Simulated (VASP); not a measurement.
Set up this calculation in VASP 6.6.1, as the native input.

| Property | Result |
| --- | --- |
| Task | single point |
| Functional | PBE |
| Potentials or basis | VASP PAW PBE potentials, release 64 (Hf_pv, H) |
| Cutoff | 500 eV |
| k mesh | 6 × 6 × 6 |
| Occupations | gaussian, width 0.2 eV |
| Spin | no spin polarisation |
| Dipole correction | no |
| Further INCAR settings | ALGO = Normal; EDIFF = 1e-06; NBANDS = 24 |

The structure of Hf3H lies in POSCAR:

```
Hf3H
1.0
   -2.7013819110      2.7013819110      2.7013819110
    2.7013819110     -2.7013819110      2.7013819110
    2.7013819110      2.7013819110     -2.7013819110
Hf H
3 1
Direct
    0.0000000000      0.5000000000      0.5000000000
    0.5000000000      0.0000000000      0.5000000000
    0.5000000000      0.5000000000      0.0000000000
    0.0000000000      0.0000000000      0.0000000000
```

One way to write it, as run:

INCAR

```
PREC     = Accurate       # precision mode
ENCUT    = 500            # plane-wave cutoff, eV
EDIFF    = 1E-6           # SCF threshold, eV
ISMEAR   = 0              # smearing method
SIGMA    = 0.2            # smearing width, eV
LREAL    = False          # projectors in reciprocal space
LASPH    = True           # aspherical terms in the spheres
NELM     = 120            # most SCF steps
ALGO     = Normal         # electronic algorithm
ISIF     = 2              # what is computed and relaxed
LWAVE    = False          # write WAVECAR
LCHARG   = False          # write CHGCAR
GGA      = PE             # functional
NBANDS   = 24             # bands
GGA_COMPAT= False
```

KPOINTS

```
regular mesh
0
Gamma
  6 6 6
```

Potentials or basis: VASP PAW PBE potentials, release 64 (Hf_pv, H).

Command:

```bash
$ cat potpaw_PBE.64/Hf_pv/POTCAR potpaw_PBE.64/H/POTCAR > POTCAR
$ mpirun -np 1 vasp_std > vasp.out
```

It gave:

```yaml
Pressure: -0.4 GPa
```

It took 70 s on 1 thread of AMD EPYC 7R13, on a shared host, peak memory 0.18 GiB.
